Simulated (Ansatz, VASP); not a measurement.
# P: VASP beside Ansatz

```
P
1.0
    -1.50998    1.50998    1.50998
     1.50998   -1.50998    1.50998
     1.50998    1.50998   -1.50998
P
1
Direct
  0.00000 0.00000 0.00000
```

Alike in both runs: task single point; functional r2SCAN; k mesh 16 × 16 × 16; occupations fermi-dirac, width 0.1 eV; no spin polarisation.

|  | VASP | Ansatz |
| --- | --- | --- |
| version | VASP 6.6.1 | Ansatz 0.2.0 |
| potentials or method | VASP PAW PBE potentials, release 64 (P), cutoff 520 eV | plane waves (500 eV) with PAW, scalar-relativistic |
| valence electrons in the cell | 5 | 5 |

|  | VASP | Ansatz | Ansatz less VASP |
| --- | --- | --- | --- |
| pressure (GPa) | 3.8 | 4.0 | +0.15 |

VASP's potentials were made for PBE, not for r2SCAN. The functional is the same, so the differences come from potentials, cutoffs and numerics.
